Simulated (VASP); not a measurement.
# WSe2 (R-3m) in VASP: further runs

Runs on WSe2. Level: PBEsol. Tasks: relaxation of shape and atoms at fixed volume, single point.

Program: VASP 6.6.1. These are calculated values, not measurements. Logs are shortened: lines on timing, memory, paths and dates and some standing lists are left out, and cuts for length are marked.

## 1. The cell of the first run

It takes space group R-3m (No. 166, trigonal). Conventional cell: a = 3.213 Å, b = 3.213 Å, c = 19.339 Å, α = 90.00°, β = 90.00°, γ = 120.00°. W (site symmetry -3m) has 6 Se at 2.52 Å and 6 W at 3.21 Å within 3.3 Å. Within 3.3 Å of Se (site symmetry 3m) lie 3 W at 2.52 Å and 6 Se at 3.21 Å.

## 2. Relaxation of shape and atoms at fixed volume, PBEsol, collinear spin (19.21 Å³/atom)

INCAR

```
PREC = Accurate ; ENCUT = 500
EDIFF = 1E-7 ; ISMEAR = 0
SIGMA = 0.05 ; LREAL = F
LASPH = T ; NELM = 200
ALGO = Normal ; ISIF = 4
LWAVE = F ; LCHARG = F
ISPIN = 2 ; MAGMOM = 0.05 0 0
LORBIT = 11 ; LMAXMIX = 4
GGA = PS ; IBRION = 2
NSW = 60 ; EDIFFG = -0.01
GGA_COMPAT = F ; NELMIN = 4
KPAR = 4
```

KPOINTS

```
Automatic mesh
0
Gamma
  12 12 12
```

POSCAR

```
WSe2
1.0
    1.6066245196      0.9275850989      6.4462721345
   -1.6066245196      0.9275850989      6.4462721345
    0.0000000000     -1.8551701978      6.4462721345
W Se
1 2
Direct
    0.0000000000      0.0000000000      0.0000000000
    0.2447873702      0.2447873702      0.2447873702
    0.7552126298      0.7552126298      0.7552126298
```

Potentials or basis: VASP PAW PBE potentials, release 64 (W_sv, Se).

On the command line:

```console
> cat potpaw_PBE.64/W_sv/POTCAR potpaw_PBE.64/Se/POTCAR > POTCAR
> mpirun -np 4 vasp_std > vasp.out
```

OUTCAR:

```text
PREC = Accurate
   ENCUT = 500
   EDIFF = 1E-7
   ISMEAR = 0
   LREAL = F
   LASPH = T
   NELM = 200
   ISIF = 4
   ISPIN = 2
   LORBIT = 11
   GGA = PS
   IBRION = 2
   NSW = 60
   EDIFFG = -0.01
   NELMIN = 4

 ion  position               nearest neighbor table
   1  0.000  0.000  0.000-   3 2.52   3 2.52   2 2.52   2 2.52   3 2.52   2 2.52
   2  0.245  0.245  0.245-   1 2.52   1 2.52   1 2.52
   3  0.755  0.755  0.755-   1 2.52   1 2.52   1 2.52

  LATTYP: Found a trigonal (rhomboedric) cell.
 ALAT       =     6.7079118133
 COS(alpha) =     0.8852681258

  Lattice vectors:

 A1 = (   1.6066245196,   0.9275850989,   6.4462721345)
 A2 = (  -1.6066245196,   0.9275850989,   6.4462721345)
 A3 = (   0.0000000000,  -1.8551701978,   6.4462721345)

Analysis of symmetry for initial positions (statically):
=====================================================================
 Subroutine PRICEL returns:
 Original cell was already a primitive cell.

 Routine SETGRP: Setting up the symmetry group for a
 trigonal (rhombohedral) supercell.

 Subroutine GETGRP returns: Found 12 space group operations
 (whereof 12 operations were pure point group operations)
 out of a pool of 12 trial point group operations.

The static configuration has the point symmetry D_3d.

Analysis of symmetry for dynamics (positions and initial velocities):
=====================================================================
 Subroutine PRICEL returns:
 Original cell was already a primitive cell.

 Routine SETGRP: Setting up the symmetry group for a
 trigonal (rhombohedral) supercell.

 Subroutine GETGRP returns: Found 12 space group operations
 (whereof 12 operations were pure point group operations)
 out of a pool of 12 trial point group operations.

The dynamic configuration has the point symmetry D_3d.

Analysis of structural, dynamic, and magnetic symmetry:
=====================================================================
 Subroutine PRICEL returns:
 Original cell was already a primitive cell.

 Routine SETGRP: Setting up the symmetry group for a
 trigonal (rhombohedral) supercell.

 Subroutine GETGRP returns: Found 12 space group operations
 (whereof 12 operations were pure point group operations)
 out of a pool of 12 trial point group operations.

The overall configuration has the point symmetry D_3d.

 Subroutine INISYM returns: Found 12 space group operations
 (whereof 12 operations are pure point group operations),
 and found     1 'primitive' translations

----------------------------------------------------------------------------------------

                                     Primitive cell

  volume of cell :      57.6405

  direct lattice vectors                    reciprocal lattice vectors
     1.606624520  0.927585099  6.446272135     0.311211483  0.179678034  0.051709473
    -1.606624520  0.927585099  6.446272135    -0.311211483  0.179678034  0.051709473
     0.000000000 -1.855170198  6.446272135     0.000000000 -0.359356067  0.051709473

  length of vectors
     6.707911813  6.707911813  6.707911813     0.363057368  0.363057368  0.363057368

  position of ions in fractional coordinates (direct lattice)
     0.000000000  0.000000000  0.000000000
     0.244787370  0.244787370  0.244787370
     0.755212630  0.755212630  0.755212630

  ion indices of the primitive-cell ions
   primitive index   ion index
                 1           1
                 2           2
                 3           3

----------------------------------------------------------------------------------------

 KPOINTS: Automatic mesh

Automatic generation of k-mesh.
 Grid dimensions read from file:
 generate k-points for:   12   12   12

 Generating k-lattice:

  Cartesian coordinates                     Fractional coordinates (reciprocal lattice)
     0.025934290  0.014973169  0.004309123     0.083333333  0.000000000  0.000000000
    -0.025934290  0.014973169  0.004309123     0.000000000  0.083333333  0.000000000
     0.000000000 -0.029946339  0.004309123     0.000000000  0.000000000  0.083333333

  Length of vectors
     0.030254781  0.030254781  0.030254781

  Shift w.r.t. Gamma in fractional coordinates (k-lattice)
     0.000000000  0.000000000  0.000000000

 Subroutine IBZKPT returns following result:
 ===========================================

 Found    189 irreducible k-points:

 Following reciprocal coordinates:
            Coordinates               Weight
  0.000000  0.000000  0.000000      1.000000
  0.083333  0.000000 -0.000000      6.000000
  0.166667  0.000000 -0.000000      6.000000
  0.250000  0.000000  0.000000      6.000000
  0.333333  0.000000 -0.000000      6.000000
  0.416667  0.000000  0.000000      6.000000
[... 16 lines left out ...]
  0.500000  0.166667 -0.000000     12.000000
 -0.416667  0.166667 -0.000000     12.000000
 [... further k-points ...]
   k-points           NKPTS =    189   k-points in BZ     NKDIM =    189   number of bands    NBANDS=     17
   number of dos      NEDOS =    301   number of ions     NIONS =      3
   total plane-waves  NPLWV = 125000
   dimension x,y,z NGX =    50 NGY =   50 NGZ =   50
   dimension x,y,z NGXF=   100 NGYF=  100 NGZF=  100
   ions per type =               1   2
   NGX,Y,Z   is equivalent  to a cutoff of  12.39, 12.39, 12.39 a.u.
   NGXF,Y,Z  is equivalent  to a cutoff of  24.78, 24.78, 24.78 a.u.
 SYSTEM =  unknown system
   PREC   = accura    normal or accurate (medium, high low for compatibility)
   ISTART =      0    job   : 0-new  1-cont  2-samecut
   ICHARG =      2    charge: 1-file 2-atom 10-const
   ISPIN  =      2    spin polarized calculation?
   LNONCOLLINEAR =      F non collinear calculations
   LSORBIT =      F    spin-orbit coupling
   LASPH  =      T    aspherical Exc in radial PAW
   ENCUT  =  500.0 eV  36.75 Ry    6.06 a.u.  12.23 12.23 12.23*2*pi/ulx,y,z
   NELM   =    200;   NELMIN=  4; NELMDL= -5     # of ELM steps
   EDIFF  = 0.1E-06   stopping-criterion for ELM
   LREAL  =      F    real-space projection
   EDIFFG = -.1E-01   stopping-criterion for IOM
   NSW    =     60    number of steps for IOM
   IBRION =      2    ionic relax: 0-MD 1-quasi-New 2-CG
   NFREE  =      1    steps in history (QN), initial steepest desc. (CG)
   ISIF   =      4    stress and relaxation
   ISYM   =      2    0-nonsym 1-usesym 2-fastsym
   POTIM  = 0.5000    time-step for ionic-motion
   TEBEG  =    0.0;   TEEND  =   0.0 temperature during run
   PSTRESS=    0.0 pullay stress
   NELECT =      26.0000    total number of electrons
   NUPDOWN=      -1.0000    fix difference up-down
   EMIN   =  10.00;   EMAX   =-10.00  energy-range for DOS
   EFERMI =   0.00;   METHOD = LEGACY
   ISMEAR =     0;   SIGMA  =   0.05  broadening in eV -4-tet -1-fermi 0-gaus
   EFERMI_NEDOS =   21; number of points for ismear=-14 and -15
   IALGO  =     38    algorithm
   IMIX   =      4    mixing-type and parameters
     AMIX     =   0.40;   BMIX     =  1.00
     AMIX_MAG =   1.60;   BMIX_MAG =  1.00
  volume/ion in A,a.u.               =      19.21       129.66
  Fermi-wavevector in a.u.,A,eV,Ry     =   1.255519  2.372587 21.447242  1.576328
  Thomas-Fermi vector in A             =   2.389272
   LORBIT       =     11    0 simple, 1 ext, 2 COOP (PROOUT), +10 PAW based schemes
   GGA     = PS    functional components
   LHFCALC =     F    Hartree Fock is set to
   AEXX    =    0.0000 exact exchange contribution
   IVDW    =     0    specifies the selected vdW correction
   LEPSILON=     F    determine dielectric tensor
   LRPA    =     F    only Hartree local field effects (RPA)
 conjugate gradient relaxation of ions
 spin polarized calculation
 Gauss-broadening in eV      SIGMA  =   0.05
  energy-cutoff  :      500.00
  volume of cell :       57.64
 maximum number of plane-waves:      1479
 NGX is ok and might be reduce to    50
   NGX = 25   NGY = 25   NGZ = 25

--------------------------------------- Ionic step        1  -------------------------------------------

 number of electron      26.0000000 magnetization      -0.0000524

 number of electron      26.0000000 magnetization       0.0000043

 Free energy of the ion-electron system (eV)
  ---------------------------------------------------
  ext. energy  EPLUGINS =         0.00000000
  ---------------------------------------------------
  free energy    TOTEN  =       -22.53689685 eV

  energy without entropy =      -22.53570449  energy(sigma->0) =      -22.53630067

------------------------ aborting loop because EDIFF is reached ----------------------------------------

  FORCE on cell =-STRESS in cart. coord.  units (eV):
  Direction    XX          YY          ZZ          XY          YZ          ZX
  --------------------------------------------------------------------------------------
  -------------------------------------------------------------------------------------
  Total        1.1538777      1.1538777      1.4258309      0.0000000      0.0000000      0.0000000
  in kB       32.0732032     32.0732032     39.6324175      0.0000000      0.0000000      0.0000000
  external PRESSURE =      34.5929413 kB  Pullay stress =       0.0000000 kB

 VOLUME and BASIS-vectors are now :
 -----------------------------------------------------------------------------
  energy-cutoff  :      500.00
  volume of cell :       57.64
      direct lattice vectors                 reciprocal lattice vectors
     1.606624520  0.927585099  6.446272135     0.311211483  0.179678034  0.051709473
    -1.606624520  0.927585099  6.446272135    -0.311211483  0.179678034  0.051709473
     0.000000000 -1.855170198  6.446272135     0.000000000 -0.359356067  0.051709473
[... 126 lines left out ...]
  FREE ENERGIE OF THE ION-ELECTRON SYSTEM (eV)
  ---------------------------------------------------
  free  energy   TOTEN  =       -22.5462513786 eV

  energy  without entropy=      -22.5451056527  energy(sigma->0) =      -22.54567852

--------------------------------------- Ionic step        5  -------------------------------------------

 number of electron      26.0000001 magnetization      -0.0000000

 number of electron      26.0000001 magnetization       0.0000000

 Free energy of the ion-electron system (eV)
  ---------------------------------------------------
  ext. energy  EPLUGINS =         0.00000000
  ---------------------------------------------------
  free energy    TOTEN  =       -22.54732918 eV

  energy without entropy =      -22.54622009  energy(sigma->0) =      -22.54677464

 E-fermi :   7.1551     XC(G=0): -11.2652

 val. band max:        7.1399921979   @ k =   0.5000   0.3333   0.1667
 cond. band min:       7.1648134819   @ k =  -0.1667   0.5000   0.0833
 fundamental gap:      0.0248212840
 Fermi energy:         7.1551242294

 spin component 1

 k-point     1 :       0.0000    0.0000    0.0000
  band No.  band energies     occupation
      1     -67.4984      1.00000
      2     -31.7195      1.00000
      3     -31.6242      1.00000
      4     -31.6242      1.00000
      5      -8.7278      1.00000
      6      -7.1215      1.00000
[... 9 lines left out ...]
     16      10.6733      0.00000
     17      10.6733      0.00000
[... 441 lines left out ...]
 k-point    24 :      -0.4167    0.1667   -0.0000
  band No.  band energies     occupation
      1     -67.4839      1.00000
      2     -31.8826      1.00000
      3     -31.7361      1.00000
      4     -31.6617      1.00000
      5      -6.4115      1.00000
      6      -5.8778      1.00000
[... 9 lines left out ...]
     16       9.5484      0.00000
     17      10.7167      0.00000

 [... further k-points ...]

 spin component 2

 k-point     1 :       0.0000    0.0000    0.0000
  band No.  band energies     occupation
      1     -67.4984      1.00000
      2     -31.7195      1.00000
      3     -31.6242      1.00000
      4     -31.6242      1.00000
      5      -8.7278      1.00000
      6      -7.1215      1.00000
[... 9 lines left out ...]
     16      10.6733      0.00000
     17      10.6733      0.00000
[... 482 lines left out ...]
 POSITION                                       TOTAL-FORCE (eV/Angst)
 -----------------------------------------------------------------------------------
      0.00000      0.00000      0.00000         0.000000      0.000000      0.000000
     -0.00000      0.00000      4.66459         0.000000     -0.000000     -0.004538
     -0.00000      0.00000     14.51242        -0.000000      0.000000      0.004538
 -----------------------------------------------------------------------------------
    total drift:                                0.000000      0.000000      0.000000

  FREE ENERGIE OF THE ION-ELECTRON SYSTEM (eV)
  ---------------------------------------------------
  free  energy   TOTEN  =       -22.5473291779 eV

  energy  without entropy=      -22.5462200928  energy(sigma->0) =      -22.54677464

 reached required accuracy - stopping structural energy minimisation

 total charge

# of ion       s       p       d       tot
------------------------------------------
    1        2.312   6.279   3.406  11.997
    2        1.483   2.309   0.079   3.871
    3        1.483   2.309   0.079   3.871
--------------------------------------------------
tot          5.279  10.897   3.563  19.739

 magnetization (x)

# of ion       s       p       d       tot
------------------------------------------
    1       -0.000  -0.000  -0.000  -0.000
    2       -0.000  -0.000  -0.000  -0.000
    3       -0.000  -0.000  -0.000  -0.000
--------------------------------------------------
tot         -0.000  -0.000  -0.000  -0.000
```

Wall time 13 min (4 MPI ranks of AMD EPYC 7R13 (Zen 3), shared host); peak memory 0.66 GiB.

Results:

| Item | Value |
| --- | --- |
| Free energy | -22.5473 eV |
| Energy gained by relaxing | 3.5 meV/atom |
| Ionic steps | 5 |
| Pressure after relaxing | 1.0 GPa |
| Largest force after relaxing | 0.005 eV/Å |
| Band gap on the k mesh | zero (filled and empty bands overlap) |
| Net moment | 0.00 μB per cell |
| Valence electrons inside the program's atomic spheres | W 12.00; Se 3.87 |

Forces on the atoms (eV/Å):
```
W    0.000  0.000  0.000
Se   0.000  0.000 -0.005
Se   0.000  0.000  0.005
```

Step by step:
| step | energy change (eV) | largest force (eV/Å) | pressure (GPa) | volume (Å³) |
| --- | --- | --- | --- | --- |
| 1 | 0.0000 | 0.3882 | 3.46 | 57.64 |
| 2 | -0.0075 | 0.0308 | 1.64 | 57.64 |
| 3 | -0.0075 | 0.0348 | 1.66 | 57.64 |
| 4 | -0.0094 | 0.0237 | 1.41 | 57.64 |
| 5 | -0.0104 | 0.0045 | 1.01 | 57.64 |

Final structure:
```cif
data_structure
_symmetry_space_group_name_H-M 'P 1'
_symmetry_Int_Tables_number 1
_cell_length_a 6.6583
_cell_length_b 6.6583
_cell_length_c 6.6583
_cell_angle_alpha 28.046
_cell_angle_beta 28.046
_cell_angle_gamma 28.046
_cell_volume 57.64
loop_
_atom_site_label
_atom_site_type_symbol
_atom_site_fract_x
_atom_site_fract_y
_atom_site_fract_z
_atom_site_occupancy
W1 W 0.00000 0.00000 0.00000 1
Se1 Se 0.24324 0.24324 0.24324 1
Se2 Se 0.75676 0.75676 0.75676 1
```

Caveat: the PAW data sets were made with another functional, which shifts forces and pressure a little; spin-orbit coupling is left out, which moves the levels of the heavy elements.

## 3. Single point, PBEsol, collinear spin (19.21 Å³/atom)

INCAR

```
PREC = Accurate
ENCUT = 500
EDIFF = 1E-6
ISMEAR = 0
SIGMA = 0.05
LREAL = F
LASPH = T
NELM = 200
ALGO = Normal
ISIF = 2
LWAVE = F
LCHARG = F
ISPIN = 2
MAGMOM = 0.05 0 0
LORBIT = 11
LMAXMIX = 4
GGA = PS
NBANDS = 24
GGA_COMPAT = F
```

KPOINTS

```
regular mesh
0
Gamma
  12 12 12
```

POSCAR

```
WSe2
1.0
    1.6128798089      0.9311965918      6.3963674821
   -1.6128798089      0.9311965918      6.3963674821
    0.0000000000     -1.8623931836      6.3963674821
W Se
1 2
Direct
    0.0000000000      0.0000000000      0.0000000000
    0.2433936389      0.2433936389      0.2433936389
    0.7566063611      0.7566063611      0.7566063611
```

Potentials or basis: VASP PAW PBE potentials, release 64 (W_sv, Se).

On the command line:

```console
> cat potpaw_PBE.64/W_sv/POTCAR potpaw_PBE.64/Se/POTCAR > POTCAR
> mpirun -np 1 vasp_std > vasp.out
```

Run time: 30 min. Hardware: 1 thread of Oxide Virtual Turin-like, shared host; peak memory 0.66 GiB.

Results (log left out):

```
Free energy                                           : -22.5472 eV
Pressure                                              : 1.3 GPa
Largest force                                         : 0.045 eV/Å
Band gap on the k mesh                                : zero (filled and empty bands overlap)
Net moment                                            : 0.00 μB per cell
Valence electrons inside the program's atomic spheres : W 12.00; Se 3.87
```

Forces on the atoms (eV/Å):
```
W    0.000  0.000  0.000
Se   0.000  0.000 -0.045
Se   0.000  0.000  0.045
```

Stress tensor (GPa, compression positive):
```
1.23 0.00 0.00
0.00 1.23 0.00
0.00 0.00 1.39
```

Levels at points of the mesh, in eV from the Fermi level:
Spin up:
```csv
k point,band 11,band 12,band 13,band 14,band 15,band 16
"(0.00, 0.00, 0.00)",-1.68,-0.55,-0.55,0.61,0.61,3.53
"(0.50, 0.00, 0.00)",-3.01,-2.26,-1.10,1.84,2.31,3.29
"(0.50, 0.50, 0.00)",-3.10,-2.64,-1.51,1.78,1.84,3.70
"(0.50, 0.50, 0.50)",-0.53,-0.53,-0.53,0.39,0.39,3.75
```
Spin down:
| k point | band 11 | band 12 | band 13 | band 14 | band 15 | band 16 |
| --- | --- | --- | --- | --- | --- | --- |
| (0.00, 0.00, 0.00) | -1.68 | -0.55 | -0.55 | 0.61 | 0.61 | 3.53 |
| (0.50, 0.00, 0.00) | -3.01 | -2.26 | -1.10 | 1.84 | 2.31 | 3.29 |
| (0.50, 0.50, 0.00) | -3.10 | -2.64 | -1.51 | 1.78 | 1.84 | 3.70 |
| (0.50, 0.50, 0.50) | -0.53 | -0.53 | -0.53 | 0.39 | 0.39 | 3.75 |

Caveat: the PAW data sets were made with another functional, which shifts forces and pressure a little; spin-orbit coupling is left out, which moves the levels of the heavy elements.

The gap in the log of VASP goes by the Fermi energy; the results here count the filled bands.